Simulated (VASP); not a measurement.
# In2S (F-43m) in VASP: single point with PBE

Aim: the single point of In2S with PBE.

All numbers are computed with VASP 6.6.1; they aren't measurements. Logs are shortened: lines on timing, memory, paths and dates and some standing lists are left out, and cuts for length are marked.

## (1) The cell of the first run

Symmetry: F-43m, No. 216, cubic system. Conventional cell: a = 7.080 Å, b = 7.080 Å, c = 7.080 Å, α = 90.00°, β = 90.00°, γ = 90.00°. Within 4.0 Å of In (site symmetry -43m) lie 4 In at 3.07 Å and 4 S at 3.07 Å. In (site symmetry -43m) has 4 In at 3.07 Å and 6 S at 3.54 Å within 4.0 Å. Within 4.0 Å of S (site symmetry -43m) lie 10 In at 3.07 to 3.54 Å.

The cell was built from a structure type or drawn by symmetry, and may not be a known phase.

## (2) Single point, PBE

Contents of INCAR:

```
SYSTEM = In2S
PREC = Accurate
ENCUT = 500
EDIFF = 1E-6
ISMEAR = 0
SIGMA = 0.15
LREAL = .FALSE.
LASPH = .TRUE.
NELM = 120
ALGO = Normal
ISIF = 2
LWAVE = .FALSE.
LCHARG = .FALSE.
GGA = PE
NBANDS = 23
GGA_COMPAT = .FALSE.
```

Contents of KPOINTS:

```
Automatic mesh
0
G
  4 4 4
  0 0 0
```

Contents of POSCAR:

```
In2S
1.0
    0.0000000000      3.5400704635      3.5400704635
    3.5400704635      0.0000000000      3.5400704635
    3.5400704635      3.5400704635      0.0000000000
In S
2 1
Direct
    0.7500000000      0.7500000000      0.7500000000
    0.5000000000      0.5000000000      0.5000000000
    0.0000000000      0.0000000000      0.0000000000
```

Potentials or basis: VASP PAW PBE potentials, release 64 (In_d, S).

Command:

```
> cat potpaw_PBE.64/In_d/POTCAR potpaw_PBE.64/S/POTCAR > POTCAR
> mpirun -np 1 vasp_std > vasp.out
```

OUTCAR:

```text
SYSTEM = In2S
   PREC = Accurate
   ENCUT = 500
   EDIFF = 1E-6
   ISMEAR = 0
   LREAL = .FALSE.
   LASPH = .TRUE.
   NELM = 120
   ISIF = 2
   GGA = PE

 ion  position               nearest neighbor table
   1  0.750  0.750  0.750-   2 3.07   2 3.07   2 3.07   3 3.07   3 3.07   3 3.07   3 3.07   2 3.07

   2  0.500  0.500  0.500-   1 3.07   1 3.07   1 3.07   1 3.07
   3  0.000  0.000  0.000-   1 3.07   1 3.07   1 3.07   1 3.07

  LATTYP: Found a face centered cubic cell.
 ALAT       =     7.0801409270

  Lattice vectors:

 A1 = (   0.0000000000,   3.5400704635,   3.5400704635)
 A2 = (   3.5400704635,   0.0000000000,   3.5400704635)
 A3 = (   3.5400704635,   3.5400704635,   0.0000000000)

Analysis of symmetry for initial positions (statically):
=====================================================================
 Subroutine PRICEL returns:
 Original cell was already a primitive cell.

 Routine SETGRP: Setting up the symmetry group for a
 face centered cubic supercell.

 Subroutine GETGRP returns: Found 24 space group operations
 (whereof 24 operations were pure point group operations)
 out of a pool of 48 trial point group operations.

The static configuration has the point symmetry T_d .

Analysis of symmetry for dynamics (positions and initial velocities):
=====================================================================
 Subroutine PRICEL returns:
 Original cell was already a primitive cell.

 Routine SETGRP: Setting up the symmetry group for a
 face centered cubic supercell.

 Subroutine GETGRP returns: Found 24 space group operations
 (whereof 24 operations were pure point group operations)
 out of a pool of 48 trial point group operations.

The dynamic configuration has the point symmetry T_d .

 Subroutine INISYM returns: Found 24 space group operations
 (whereof 24 operations are pure point group operations),
 and found     1 'primitive' translations

----------------------------------------------------------------------------------------

                                     Primitive cell

  volume of cell :      88.7290

  direct lattice vectors                    reciprocal lattice vectors
     0.000000000  3.540070464  3.540070464    -0.141240126  0.141240126  0.141240126
     3.540070464  0.000000000  3.540070464     0.141240126 -0.141240126  0.141240126
     3.540070464  3.540070464  0.000000000     0.141240126  0.141240126 -0.141240126

  length of vectors
     5.006415661  5.006415661  5.006415661     0.244635075  0.244635075  0.244635075

  position of ions in fractional coordinates (direct lattice)
     0.750000000  0.750000000  0.750000000
     0.500000000  0.500000000  0.500000000
     0.000000000  0.000000000  0.000000000

  ion indices of the primitive-cell ions
   primitive index   ion index
                 1           1
                 2           2
                 3           3

----------------------------------------------------------------------------------------

 KPOINTS: Automatic mesh

Automatic generation of k-mesh.
 Grid dimensions read from file:
 generate k-points for:    4    4    4

 Generating k-lattice:

  Cartesian coordinates                     Fractional coordinates (reciprocal lattice)
    -0.035310032  0.035310032  0.035310032     0.250000000  0.000000000  0.000000000
     0.035310032 -0.035310032  0.035310032     0.000000000  0.250000000  0.000000000
     0.035310032  0.035310032 -0.035310032     0.000000000  0.000000000  0.250000000

  Length of vectors
     0.061158769  0.061158769  0.061158769

  Shift w.r.t. Gamma in fractional coordinates (k-lattice)
     0.000000000  0.000000000  0.000000000

 Subroutine IBZKPT returns following result:
 ===========================================

 Found      8 irreducible k-points:

 Following reciprocal coordinates:
            Coordinates               Weight
  0.000000  0.000000  0.000000      1.000000
  0.250000  0.000000  0.000000      8.000000
  0.500000  0.000000  0.000000      4.000000
  0.250000  0.250000  0.000000      6.000000
  0.500000  0.250000  0.000000     24.000000
 -0.250000  0.250000  0.000000     12.000000
  0.500000  0.500000  0.000000      3.000000
 -0.250000  0.500000  0.250000      6.000000
   k-points           NKPTS =      8   k-points in BZ     NKDIM =      8   number of bands    NBANDS=     23
   number of dos      NEDOS =    301   number of ions     NIONS =      3
   total plane-waves  NPLWV =  64000
   dimension x,y,z NGX =    40 NGY =   40 NGZ =   40
   dimension x,y,z NGXF=    80 NGYF=   80 NGZF=   80
   ions per type =               2   1
   NGX,Y,Z   is equivalent  to a cutoff of  13.28, 13.28, 13.28 a.u.
   NGXF,Y,Z  is equivalent  to a cutoff of  26.57, 26.57, 26.57 a.u.
 SYSTEM =  In2S
   PREC   = accura    normal or accurate (medium, high low for compatibility)
   ISTART =      0    job   : 0-new  1-cont  2-samecut
   ICHARG =      2    charge: 1-file 2-atom 10-const
   ISPIN  =      1    spin polarized calculation?
   LNONCOLLINEAR =      F non collinear calculations
   LSORBIT =      F    spin-orbit coupling
   LASPH  =      T    aspherical Exc in radial PAW
   ENCUT  =  500.0 eV  36.75 Ry    6.06 a.u.   9.13  9.13  9.13*2*pi/ulx,y,z
   NELM   =    120;   NELMIN=  2; NELMDL= -5     # of ELM steps
   EDIFF  = 0.1E-05   stopping-criterion for ELM
   LREAL  =      F    real-space projection
   EDIFFG = 0.1E-04   stopping-criterion for IOM
   NSW    =      0    number of steps for IOM
   IBRION =     -1    ionic relax: 0-MD 1-quasi-New 2-CG
   NFREE  =      0    steps in history (QN), initial steepest desc. (CG)
   ISIF   =      2    stress and relaxation
   ISYM   =      2    0-nonsym 1-usesym 2-fastsym
   POTIM  = 0.5000    time-step for ionic-motion
   TEBEG  =    0.0;   TEEND  =   0.0 temperature during run
   PSTRESS=    0.0 pullay stress
   NELECT =      32.0000    total number of electrons
   NUPDOWN=      -1.0000    fix difference up-down
   EMIN   =  10.00;   EMAX   =-10.00  energy-range for DOS
   EFERMI =   0.00;   METHOD = LEGACY
   ISMEAR =     0;   SIGMA  =   0.15  broadening in eV -4-tet -1-fermi 0-gaus
   EFERMI_NEDOS =   21; number of points for ismear=-14 and -15
   IALGO  =     38    algorithm
   IMIX   =      4    mixing-type and parameters
     AMIX     =   0.40;   BMIX     =  1.00
     AMIX_MAG =   1.60;   BMIX_MAG =  1.00
  volume/ion in A,a.u.               =      29.58       199.59
  Fermi-wavevector in a.u.,A,eV,Ry     =   1.165296  2.202090 18.475552  1.357915
  Thomas-Fermi vector in A             =   2.301824
   LORBIT       =      0    0 simple, 1 ext, 2 COOP (PROOUT), +10 PAW based schemes
   GGA     = PE    functional components
   LHFCALC =     F    Hartree Fock is set to
   AEXX    =    0.0000 exact exchange contribution
   IVDW    =     0    specifies the selected vdW correction
   LEPSILON=     F    determine dielectric tensor
   LRPA    =     F    only Hartree local field effects (RPA)
 non-spin polarized calculation
 Gauss-broadening in eV      SIGMA  =   0.15
  energy-cutoff  :      500.00
  volume of cell :       88.73
 maximum number of plane-waves:      2272
 NGX is ok and might be reduce to    40
   NGX = 19   NGY = 19   NGZ = 19

 number of electron      32.0000011 magnetization

 Free energy of the ion-electron system (eV)
  ---------------------------------------------------
  ext. energy  EPLUGINS =         0.00000000
  ---------------------------------------------------
  free energy    TOTEN  =        -9.16426249 eV

  energy without entropy =       -9.14904586  energy(sigma->0) =       -9.15665418

 E-fermi :   4.6865     XC(G=0):  -8.9536

 val. band max:        4.6848644623   @ k =  -0.2500   0.5000   0.2500
 cond. band min:       5.2856604386   @ k =   0.0000   0.0000   0.0000
 fundamental gap:      0.6007959763
 Fermi energy:         4.6864734157

 k-point     1 :       0.0000    0.0000    0.0000
  band No.  band energies     occupation
      1     -10.1343      2.00000
      2     -10.1343      2.00000
      3     -10.1343      2.00000
      4     -10.0848      2.00000
      5     -10.0848      2.00000
      6      -9.7398      2.00000
[... 15 lines left out ...]
     22       8.5743      0.00000
     23      11.3420      0.00000

 k-point     2 :       0.2500    0.0000    0.0000
  band No.  band energies     occupation
      1     -10.1512      2.00000
      2     -10.1512      2.00000
      3     -10.1291      2.00000
      4     -10.0623      2.00000
      5     -10.0623      2.00000
      6      -9.7624      2.00000
[... 15 lines left out ...]
     22      10.2297      0.00000
     23      12.9626      0.00000

 k-point     3 :       0.5000    0.0000    0.0000
  band No.  band energies     occupation
      1     -10.1572      2.00000
      2     -10.1572      2.00000
      3     -10.1228      2.00000
      4     -10.0532      2.00000
      5     -10.0532      2.00000
      6      -9.7874      2.00000
[... 15 lines left out ...]
     22      11.5090      0.00000
     23      12.8208      0.00000

 k-point     4 :       0.2500    0.2500    0.0000
  band No.  band energies     occupation
      1     -10.1511      2.00000
      2     -10.1511      2.00000
      3     -10.1465      2.00000
      4     -10.0541      2.00000
      5     -10.0487      2.00000
      6      -9.8096      2.00000
[... 15 lines left out ...]
     22      10.5069      0.00000
     23      11.8801      0.00000

 k-point     5 :       0.5000    0.2500    0.0000
  band No.  band energies     occupation
      1     -10.1875      2.00000
      2     -10.1633      2.00000
      3     -10.1055      2.00000
      4     -10.0471      2.00000
      5     -10.0329      2.00000
      6      -9.8064      2.00000
[... 15 lines left out ...]
     22      11.3019      0.00000
     23      13.2330      0.00000

 k-point     6 :      -0.2500    0.2500    0.0000
  band No.  band energies     occupation
      1     -10.1814      2.00000
      2     -10.1670      2.00000
      3     -10.0975      2.00000
      4     -10.0560      2.00000
      5     -10.0358      2.00000
      6      -9.7845      2.00000
[... 15 lines left out ...]
     22      10.5221      0.00000
     23      12.2849      0.00000

 k-point     7 :       0.5000    0.5000    0.0000
  band No.  band energies     occupation
      1     -10.1666      2.00000
      2     -10.1666      2.00000
      3     -10.1042      2.00000
      4     -10.1002      2.00000
      5     -10.0167      2.00000
      6      -9.7970      2.00000
[... 15 lines left out ...]
     22      12.1061      0.00000
     23      12.8897      0.00000

 k-point     8 :      -0.2500    0.5000    0.2500
  band No.  band energies     occupation
      1     -10.1960      2.00000
      2     -10.1837      2.00000
      3     -10.0738      2.00000
      4     -10.0404      2.00000
      5     -10.0319      2.00000
      6      -9.8069      2.00000
[... 15 lines left out ...]
     22      11.4101      0.00000
     23      14.2759      0.00000

------------------------ aborting loop because EDIFF is reached ----------------------------------------

  FORCE on cell =-STRESS in cart. coord.  units (eV):
  Direction    XX          YY          ZZ          XY          YZ          ZX
  --------------------------------------------------------------------------------------
  -------------------------------------------------------------------------------------
  Total       -0.0621024     -0.0621024     -0.0621024     -0.0000000      0.0000000      0.0000000
  in kB       -1.1213804     -1.1213804     -1.1213804     -0.0000000      0.0000000      0.0000000
  external PRESSURE =      -1.1213804 kB  Pullay stress =       0.0000000 kB

 VOLUME and BASIS-vectors are now :
 -----------------------------------------------------------------------------
  energy-cutoff  :      500.00
  volume of cell :       88.73
      direct lattice vectors                 reciprocal lattice vectors
     0.000000000  3.540070464  3.540070464    -0.141240126  0.141240126  0.141240126
     3.540070464  0.000000000  3.540070464     0.141240126 -0.141240126  0.141240126
     3.540070464  3.540070464  0.000000000     0.141240126  0.141240126 -0.141240126

 POSITION                                       TOTAL-FORCE (eV/Angst)
 -----------------------------------------------------------------------------------
      5.31011      5.31011      5.31011         0.000000      0.000000      0.000000
      3.54007      3.54007      3.54007        -0.000000     -0.000000     -0.000000
      0.00000      0.00000      0.00000         0.000000      0.000000      0.000000
 -----------------------------------------------------------------------------------
    total drift:                               -0.000000     -0.000000     -0.000000

  FREE ENERGIE OF THE ION-ELECTRON SYSTEM (eV)
  ---------------------------------------------------
  free  energy   TOTEN  =        -9.1642624947 eV

  energy  without entropy=       -9.1490458621  energy(sigma->0) =       -9.15665418
```

It took 22 s on 1 thread of Intel Xeon Platinum 8488C (Sapphire Rapids), shared host; peak memory 0.23 GiB.

What came out:

| Quantity | Value |
| --- | --- |
| Free energy | -9.1643 eV |
| Pressure | -0.1 GPa |
| Band gap on the k mesh | zero (bands 16 and 17 overlap by 0.60 eV) |

Caveat: the k points lie up to 0.38 Å⁻¹ apart, too coarse for converged energies and pressures of a metal; spin-orbit coupling is left out, which moves the levels of the heavy elements.
